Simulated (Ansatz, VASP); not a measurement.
**W: VASP beside Ansatz**

The input INCAR:

```
PREC = Accurate
ENCUT = 600
EDIFF = 1E-6
ISMEAR = -1
SIGMA = 0.05
LREAL = False
LASPH = True
NELM = 80
ALGO = Normal
ISIF = 3
LWAVE = False
LCHARG = False
IBRION = 2
NSW = 45
EDIFFG = -0.005
```

KPOINTS

```
Automatic mesh
0
Gamma
  18 18 18
```

Contents of POSCAR:

```
W
1.0
    0.0000000000      1.9864163673      1.9864163673
    1.9864163673      0.0000000000      1.9864163673
    1.9864163673      1.9864163673      0.0000000000
W
1
Direct
    0.0000000000      0.0000000000      0.0000000000
```

Input for Ansatz:

```yaml
crystal:
  lattice:
    - [0.0, 1.9864163673, 1.9864163673]
    - [1.9864163673, 0.0, 1.9864163673]
    - [1.9864163673, 1.9864163673, 0.0]
  atoms:
    - { symbol: W, position: [0.0, 0.0, 0.0] }
kpoints:
  mp_grid: { grid: [18, 18, 18] }
scf:
  occupations: { method: fermi_dirac, width: 0.05 }
hamiltonian:
  xc: lda
  pseudopotentials: { kind: all_electron, lapw: { basis_error: 0.0005 } }
output:
  forces: true
  stress: true
  eigenvalues: true
  populations: true
relax:
  f_tol: 0.005
  max_steps: 25
  cell: {}
```

Alike in both runs: task relaxation of cell and atoms; functional LDA; k mesh 18 × 18 × 18; occupations fermi-dirac, width 0.05 eV; no spin polarisation.

|  | VASP | Ansatz |
| --- | --- | --- |
| version | VASP 6.6.1 | Ansatz 0.2.0 |
| potentials or method | VASP PAW LDA potentials, release 64 (W_sv), cutoff 600 eV | all-electron LAPW, scalar-relativistic |

VASP gave:

- relaxed volume (Å³/atom): 15.77
- relaxed cell length with the largest relative difference (Å): 2.815

Estimate Ansatz's values.

relaxed volume (Å³/atom): 15.68; relaxed cell length with the largest relative difference (Å): 2.809.

LDA's correlation is that of Perdew and Zunger in VASP and of Perdew and Wang (1992) in Ansatz. Ansatz ran all-electron here, and VASP with PAW potentials.

Neither program's run includes spin-orbit coupling.
